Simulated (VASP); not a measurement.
# AlPt (Pm-3m) in VASP: single point with LDA

Aim: the single point of AlPt with LDA.

Everything below comes from runs of VASP 6.6.1. Logs are shortened: lines on timing, memory, paths and dates and some standing lists are left out, and cuts for length are marked.

### Step 1. The cell of the first run

Symmetry: Pm-3m, No. 221, cubic system. The conventional cell has a = 3.092 Å, b = 3.092 Å, c = 3.092 Å, α = 90.00°, β = 90.00°, γ = 90.00°. Within 3.5 Å of Al (site symmetry m-3m) lie 8 Pt at 2.68 Å and 6 Al at 3.09 Å. Within 3.5 Å of Pt (site symmetry m-3m) lie 8 Al at 2.68 Å and 6 Pt at 3.09 Å.

### Step 2. Single point, LDA

Input file INCAR:

```
SYSTEM = AlPt
  PREC = Accurate
  ENCUT = 500
  EDIFF = 1E-6
  ISMEAR = 0
  SIGMA = 0.1
  LREAL = .False.
  LASPH = .True.
  NELM = 120
  ALGO = Normal
  ISIF = 2
  LWAVE = .False.
  LCHARG = .False.
  NBANDS = 14
  GGA_COMPAT = .False.
```

Input file KPOINTS:

```
Automatic mesh
0
Gamma
  6 6 6
  0 0 0
```

Input file POSCAR:

```
AlPt
1.0
    3.0915460000      0.0000000000      0.0000000000
    0.0000000000      3.0915460000      0.0000000000
    0.0000000000      0.0000000000      3.0915460000
Al Pt
1 1
Direct
    0.0000000000      0.0000000000      0.0000000000
    0.5000000000      0.5000000000      0.5000000000
```

Potentials or basis: VASP PAW LDA potentials, release 64 (Al, Pt).

Launch:

```console
$ cat potpaw_LDA.64/Al/POTCAR potpaw_LDA.64/Pt/POTCAR > POTCAR
$ mpirun -np 1 vasp_std > vasp.out
```

OUTCAR:

```text
SYSTEM = AlPt
   PREC = Accurate
   ENCUT = 500
   EDIFF = 1E-6
   ISMEAR = 0
   LREAL = .False.
   LASPH = .True.
   NELM = 120
   ISIF = 2

 ion  position               nearest neighbor table
   1  0.000  0.000  0.000-   2 2.68   2 2.68   2 2.68   2 2.68   2 2.68   2 2.68   2 2.68   2 2.68

   2  0.500  0.500  0.500-   1 2.68   1 2.68   1 2.68   1 2.68   1 2.68   1 2.68   1 2.68   1 2.68

  LATTYP: Found a simple cubic cell.
 ALAT       =     3.0915460000

  Lattice vectors:

 A1 = (   3.0915460000,   0.0000000000,   0.0000000000)
 A2 = (   0.0000000000,   3.0915460000,   0.0000000000)
 A3 = (   0.0000000000,   0.0000000000,   3.0915460000)

Analysis of symmetry for initial positions (statically):
=====================================================================
 Subroutine PRICEL returns:
 Original cell was already a primitive cell.

 Routine SETGRP: Setting up the symmetry group for a
 simple cubic supercell.

 Subroutine GETGRP returns: Found 48 space group operations
 (whereof 48 operations were pure point group operations)
 out of a pool of 48 trial point group operations.

The static configuration has the point symmetry O_h .

Analysis of symmetry for dynamics (positions and initial velocities):
=====================================================================
 Subroutine PRICEL returns:
 Original cell was already a primitive cell.

 Routine SETGRP: Setting up the symmetry group for a
 simple cubic supercell.

 Subroutine GETGRP returns: Found 48 space group operations
 (whereof 48 operations were pure point group operations)
 out of a pool of 48 trial point group operations.

The dynamic configuration has the point symmetry O_h .

 Subroutine INISYM returns: Found 48 space group operations
 (whereof 48 operations are pure point group operations),
 and found     1 'primitive' translations

----------------------------------------------------------------------------------------

                                     Primitive cell

  volume of cell :      29.5479

  direct lattice vectors                    reciprocal lattice vectors
     3.091546000  0.000000000  0.000000000     0.323462759  0.000000000  0.000000000
     0.000000000  3.091546000  0.000000000     0.000000000  0.323462759  0.000000000
     0.000000000  0.000000000  3.091546000     0.000000000  0.000000000  0.323462759

  length of vectors
     3.091546000  3.091546000  3.091546000     0.323462759  0.323462759  0.323462759

  position of ions in fractional coordinates (direct lattice)
     0.000000000  0.000000000  0.000000000
     0.500000000  0.500000000  0.500000000

  ion indices of the primitive-cell ions
   primitive index   ion index
[... 83 lines left out ...]
   EFERMI =   0.00;   METHOD = LEGACY
   ISMEAR =     0;   SIGMA  =   0.10  broadening in eV -4-tet -1-fermi 0-gaus
   EFERMI_NEDOS =   21; number of points for ismear=-14 and -15
   IALGO  =     38    algorithm
   IMIX   =      4    mixing-type and parameters
     AMIX     =   0.40;   BMIX     =  1.00
     AMIX_MAG =   1.60;   BMIX_MAG =  1.00
  volume/ion in A,a.u.               =      14.77        99.70
  Fermi-wavevector in a.u.,A,eV,Ry     =   1.245127  2.352948 21.093665  1.550341
  Thomas-Fermi vector in A             =   2.379363
   LORBIT       =      0    0 simple, 1 ext, 2 COOP (PROOUT), +10 PAW based schemes
   GGA     = CA    functional components
   LHFCALC =     F    Hartree Fock is set to
   AEXX    =    0.0000 exact exchange contribution
   IVDW    =     0    specifies the selected vdW correction
   LEPSILON=     F    determine dielectric tensor
   LRPA    =     F    only Hartree local field effects (RPA)
 non-spin polarized calculation
 Gauss-broadening in eV      SIGMA  =   0.10
  energy-cutoff  :      500.00
  volume of cell :       29.55
 maximum number of plane-waves:       768
 NGX is ok and might be reduce to    24
   NGX = 11   NGY = 11   NGZ = 11

 number of electron      12.9999997 magnetization

 Free energy of the ion-electron system (eV)
  ---------------------------------------------------
  ext. energy  EPLUGINS =         0.00000000
  ---------------------------------------------------
  free energy    TOTEN  =       -13.54622581 eV

  energy without entropy =      -13.54186959  energy(sigma->0) =      -13.54404770

 E-fermi :  10.5561     XC(G=0): -12.2808

 val. band max:       10.4501909831   @ k =   0.3333   0.1667   0.0000
 cond. band min:      10.6112135448   @ k =   0.3333   0.3333   0.0000
 fundamental gap:      0.1610225617
 Fermi energy:        10.5560571075

 k-point     1 :       0.0000    0.0000    0.0000
  band No.  band energies     occupation
      1      -0.9495      2.00000
      2       4.9888      2.00000
      3       4.9888      2.00000
      4       7.9330      2.00000
      5       7.9330      2.00000
      6       7.9330      2.00000
      7      14.3966      0.00000
      8      14.3966      0.00000
      9      14.3966      0.00000
     10      19.6817      0.00000
     11      19.6817      0.00000
     12      20.0123      0.00000
     13      28.3391      0.00000
     14      28.3391      0.00000
[... 309 lines left out ...]
      1       4.1679      2.00000
      2       4.1679      2.00000
      3       4.1679      2.00000
      4       9.2362      2.00000
      5       9.2362      2.00000
      6      11.0775      0.00000
      7      12.3950      0.00000
      8      12.3950      0.00000
      9      12.3950      0.00000
     10      15.3242      0.00000
     11      16.5756      0.00000
     12      16.5756      0.00000
     13      16.5756      0.00000
     14      33.4865      0.00000

------------------------ aborting loop because EDIFF is reached ----------------------------------------

  FORCE on cell =-STRESS in cart. coord.  units (eV):
  Direction    XX          YY          ZZ          XY          YZ          ZX
  --------------------------------------------------------------------------------------
  -------------------------------------------------------------------------------------
  Total       -1.6532373     -1.6532373     -1.6532373      0.0000000      0.0000000      0.0000000
  in kB      -89.6434679    -89.6434679    -89.6434679      0.0000000      0.0000000      0.0000000
  external PRESSURE =     -89.6434679 kB  Pullay stress =       0.0000000 kB

 VOLUME and BASIS-vectors are now :
 -----------------------------------------------------------------------------
  energy-cutoff  :      500.00
  volume of cell :       29.55
      direct lattice vectors                 reciprocal lattice vectors
     3.091546000  0.000000000  0.000000000     0.323462759  0.000000000  0.000000000
     0.000000000  3.091546000  0.000000000     0.000000000  0.323462759  0.000000000
     0.000000000  0.000000000  3.091546000     0.000000000  0.000000000  0.323462759

 POSITION                                       TOTAL-FORCE (eV/Angst)
 -----------------------------------------------------------------------------------
      0.00000      0.00000      0.00000         0.000000      0.000000      0.000000
      1.54577      1.54577      1.54577         0.000000      0.000000      0.000000
 -----------------------------------------------------------------------------------
    total drift:                                0.000000     -0.000000     -0.000000

  FREE ENERGIE OF THE ION-ELECTRON SYSTEM (eV)
  ---------------------------------------------------
  free  energy   TOTEN  =       -13.5462258134 eV

  energy  without entropy=      -13.5418695895  energy(sigma->0) =      -13.54404770
```

stdout:

```text
POSCAR found type information on POSCAR AlPt
 POSCAR found :  2 types and       2 ions
 scaLAPACK will be used
 LDA part: xc-table for (Slater(with rela. corr.)+CA(PZ))
 , standard interpolation
 POSCAR, INCAR and KPOINTS ok, starting setup
 FFT: planning ... GRIDC
 FFT: planning ... GRID_SOFT
 FFT: planning ... GRID
 WAVECAR not read
 entering main loop
```

It took 5.2 s on 1 thread of Intel Xeon 6975P-C, shared host; peak memory 0.13 GiB.

What came out:

| Quantity | Value |
| --- | --- |
| Free energy | -13.5462 eV |
| Pressure | -9.0 GPa |

Caveat: spin-orbit coupling is left out, which moves the levels of the heavy elements.
